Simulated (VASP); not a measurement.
**Al2V3N5: density of states with PBE**

Crystal: Al2V3N5.

```xyz
10
Lattice="2.7805 0.0000 0.0000 -1.3903 2.4080 0.0000 0.0000 0.0000 13.0375" Properties=species:S:1:pos:R:3 pbc="T T T"
Al    1.3903    0.8027   11.7494
Al    1.3903    0.8027    1.2881
V     1.3903    0.8027    9.1489
V     1.3903    0.8027    3.8886
V     1.3903    0.8027    6.5187
N     0.0000    1.6053   10.4680
N     0.0000    1.6053    0.0000
N     0.0000    1.6053    2.5695
N     0.0000    1.6053    5.2019
N     0.0000    1.6053    7.8356
```

```
Program                 : VASP 6.6.1
Task                    : density of states
Functional              : PBE
Potentials or basis     : VASP PAW PBE potentials, release 64 (Al, V_sv, N)
Cutoff                  : 520 eV
k mesh                  : 18 × 18 × 4
Occupations             : gaussian, width 0.1 eV
Spin                    : no spin polarisation
Dipole correction       : no
k mesh for the DOS      : 27 × 27 × 6
Occupations for the DOS : tetrahedron
Further INCAR settings  : ALGO = Normal; EDIFF = 1e-06
```

The valence electrons inside the program's atomic spheres are Al 0.73; V 11.70; N 3.78, 3.82, 3.73.

Levels at points of the mesh, in eV from the Fermi level:
| k point | band 31 | band 32 | band 33 | band 34 | band 35 | band 36 | band 37 | band 38 | band 39 | band 40 |
| --- | --- | --- | --- | --- | --- | --- | --- | --- | --- | --- |
| (0.00, 0.00, 0.00) | -1.78 | -1.46 | -1.46 | -0.01 | -0.01 | 0.22 | 0.76 | 0.76 | 1.44 | 2.02 |
| (0.00, 0.00, 0.50) | -1.46 | -1.46 | -1.12 | -0.02 | -0.01 | -0.01 | 0.77 | 0.77 | 1.53 | 1.97 |

Run time: 8.8 min on 1 thread of Intel(R) Xeon(R) 6975P-C (Granite Rapids), with other jobs on the host, peak memory 0.87 GiB.

Caveat: the run has no spin polarisation, though such a crystal can be magnetic.
